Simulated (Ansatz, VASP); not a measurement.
**One calculation of TiO2, two programs**

```
Ti O
1.0
     4.59400    0.06891    0.06891
     0.06891    4.59400    0.06891
     0.04439    0.04439    2.95900
Ti O
2 4
Cartesian
  0.0000 0.0000 0.0000
  2.3536 2.3536 1.5484
  1.4269 1.4269 0.0422
  0.9690 3.7383 1.5484
  3.2361 3.2361 0.0956
  3.7383 0.9690 1.5484
```

Change from the starting cell: equal xy, yz and zx shear strains of +3 %, crystal datasets.

Alike in both runs: task electric field gradients; functional PBE; k mesh 7 × 7 × 10; occupations fermi-dirac, width 0.05 eV; no spin polarisation.

|  | VASP | Ansatz |
| --- | --- | --- |
| version | VASP 6.6.1 | Ansatz 0.2.0 |
| potentials or method | VASP PAW PBE potentials, release 64 (Ti_sv, O), cutoff 520 eV | all-electron PAW with datasets made for the crystal, scalar-relativistic |

Ansatz gave:

| Property | Result |
| --- | --- |
| gap on the k mesh at the Fermi level (eV) | 1.93 |
| pressure (GPa) | 6.1 |
| traceless stress, the component that is largest in VASP (GPa) | -6.56 |
| rms of the force components (eV/Å) | 0.156 |
| size of Vzz on the site where it differs most (V/Å²) | 18.4 |

Task: What did VASP give for the same quantities?

Result: gap on the k mesh at the Fermi level (eV): 1.91; pressure (GPa): 6.8; traceless stress, the component that is largest in VASP (GPa): -6.62; rms of the force components (eV/Å): 0.171; size of Vzz on the site where it differs most (V/Å²): 17.5.

Atom by atom the forces differ by 0.015 eV/Å (rms over components). Ansatz ran all-electron here, and VASP with PAW potentials.
